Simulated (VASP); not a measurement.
Wanted: the native input for a VASP 6.6.1 run.

| Quantity | Value |
| --- | --- |
| Task | single point |
| Functional | PBE |
| Potentials or basis | VASP PAW PBE potentials, release 64 (Cu) |
| Cutoff | 520 eV |
| k mesh | 21 × 21 × 21 |
| Occupations | fermi-dirac, width 0.1 eV |
| Spin | no spin polarisation |
| Dipole correction | no |
| Further INCAR settings | ALGO = Normal; EDIFF = 1e-06; NBANDS = 12 |

The structure of Cu lies in POSCAR:

```
Cu
1.0
    2.4067479196      0.0000000000      0.0000000000
    0.0000000000      2.4067479196      0.0000000000
    0.0000000000      0.0000000000      2.4067479196
Cu
1
Direct
    0.0000000000      0.0000000000      0.0000000000
```

One way to write it, as run:

INCAR

```
ALGO = Normal
EDIFF = 1E-6
ENCUT = 520
GGA = PE
ISIF = 2
ISMEAR = -1
LASPH = T
LCHARG = F
LREAL = F
LWAVE = F
NBANDS = 12
NELM = 80
PREC = Accurate
SIGMA = 0.1
```

KPOINTS

```
k-points
0
Gamma
  21 21 21
```

Potentials or basis: VASP PAW PBE potentials, release 64 (Cu).

Command:

```bash
$ cat potpaw_PBE.64/Cu/POTCAR > POTCAR
$ mpirun -np 1 vasp_std > vasp.out
```

Results of the run:

The pressure is 0.3 GPa.

Run time: 14 s on 1 thread of Intel(R) Xeon(R) 6975P-C (Granite Rapids), with other jobs on the host, peak memory 0.15 GiB.
